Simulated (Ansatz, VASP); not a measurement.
# BiTe in VASP and in Ansatz

File INCAR:

```
SYSTEM = BiTe
ALGO = Normal ; EDIFF = 1E-7
ENCUT = 520 ; GGA = PS
ISIF = 2 ; ISMEAR = -1
LASPH = .True. ; LCHARG = .True.
LELF = .True. ; LREAL = .False.
LVHAR = .True. ; LWAVE = .False.
NBANDS = 18 ; NELM = 100
PREC = Accurate ; SIGMA = 0.03
```

Contents of KPOINTS:

```
k-points
0
Gamma
  4 4 4
  0 0 0
```

File POSCAR:

```
BiTe
1.0
    2.4227077728      1.3987509848      3.3172919545
   -2.4227077728      1.3987509848      3.3172919545
    0.0000000000     -2.7975019696      3.3172919545
Bi Te
1 1
Direct
    0.5000000000      0.5000000000      0.5000000000
    0.0000000000      0.0000000000      0.0000000000
```

File input.yaml:

```yaml
crystal:
  lattice:
    - [2.4227077728, 1.3987509848, 3.3172919545]
    - [-2.4227077728, 1.3987509848, 3.3172919545]
    - [0.0, -2.7975019696, 3.3172919545]
  atoms:
    - { symbol: Bi, position: [0.5, 0.5, 0.5] }
    - { symbol: Te, position: [0.0, 0.0, 0.0] }
kpoints:
  mp_grid: { grid: [4, 4, 4] }
scf:
  occupations: { method: fermi_dirac, width: 0.03 }
hamiltonian:
  xc: pbesol
  pseudopotentials: { kind: all_electron, lapw: { basis_error: 0.001 } }
output:
  forces: true
  stress: true
  eigenvalues: true
```

Alike in both runs: task single point; functional PBEsol; k mesh 4 × 4 × 4; occupations fermi-dirac, width 0.03 eV; no spin polarisation.

|  | VASP | Ansatz |
| --- | --- | --- |
| version | VASP 6.6.1 | Ansatz 0.2.0 |
| potentials or method | VASP PAW PBE potentials, release 64 (Bi_d, Te), cutoff 520 eV | all-electron LAPW, scalar-relativistic |

```tsv
	VASP	Ansatz	Ansatz less VASP
gap on the k mesh at the Fermi level (eV)	none	none	-
pressure (GPa)	-2.5	-2.4	+0.04
traceless stress, the component that is largest in VASP (GPa)	0.35	0.35	-0.001
```

VASP's potentials were made for PBE, not for PBEsol. A gap of «none» marks a metal or a gap that the smearing closes. Ansatz ran all-electron here, and VASP with PAW potentials.

The k mesh is coarse, so the values compare programs but aren't converged. Neither program's run includes spin-orbit coupling. Noted on Ansatz's run: the k mesh is thin for a metal, which can move the energy by tens of meV per atom.
